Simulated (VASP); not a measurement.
WS:

```xyz
2
Lattice="2.9345 0.0000 0.0000 0.0000 2.9345 0.0000 0.0000 0.0000 2.9345" Properties=species:S:1:pos:R:3 pbc="T T T"
W     0.0000    0.0000    0.0000
S     1.4672    1.4672    1.4672
```

| Property | Result |
| --- | --- |
| Program | VASP 6.6.1 |
| Task | relaxation of cell and atoms |
| Functional | PBE |
| Potentials or basis | VASP PAW PBE potentials, release 64 (W_sv, S) |
| Cutoff | 600 eV |
| k mesh | 6 × 6 × 6 |
| Occupations | gaussian, width 0.1 eV |
| Spin | no spin polarisation |

At the start: pressure 22.2 GPa; volume 12.63 Å³/atom.

Problem. How do energy, volume and symmetry change on relaxing?

Solution. Over 4 steps the energy falls by 63.3 meV/atom and the volume is 13.62 Å³/atom (+7.8 %); space group Pm-3m (No. 221, to 0.05 Å).

The path:
```tsv
step	energy change (eV)	largest force (eV/Å)	pressure (GPa)	volume (Å³)
1	0.0000	0.0000	22.15	25.27
2	0.3810	0.0000	-27.69	32.21
3	-0.1262	0.0000	-1.09	27.36
4	-0.1267	0.0000	-0.12	27.25
```

Final structure:
```xyz
2
Lattice="3.0092 0.0000 0.0000 0.0000 3.0092 0.0000 0.0000 0.0000 3.0092" Properties=species:S:1:pos:R:3 pbc="T T T"
W     0.0000    0.0000    0.0000
S     1.5046    1.5046    1.5046
```
